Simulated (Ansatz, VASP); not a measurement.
**Ba in VASP and in Ansatz**

```
CELL_PARAMETERS angstrom
0.00000 3.17923 3.17923
3.17923 0.00000 3.17923
3.17923 3.17923 0.00000
ATOMIC_POSITIONS crystal
Ba 0.00000 0.00000 0.00000
```

Alike in both runs: task single point; functional PBE; k mesh 10 × 10 × 10; occupations fermi-dirac, width 0.1 eV; no spin polarisation.

|  | VASP | Ansatz |
| --- | --- | --- |
| version | VASP 6.6.1 | Ansatz 0.2.0 |
| potentials or method | VASP PAW PBE potentials, release 64 (Ba_sv), cutoff 520 eV | all-electron LAPW, scalar-relativistic |

|  | VASP | Ansatz | Ansatz less VASP |
| --- | --- | --- | --- |
| pressure (GPa) | 0.1 | 0.0 | -0.05 |

Ansatz ran all-electron here, and VASP with PAW potentials.

Neither program's run includes spin-orbit coupling.
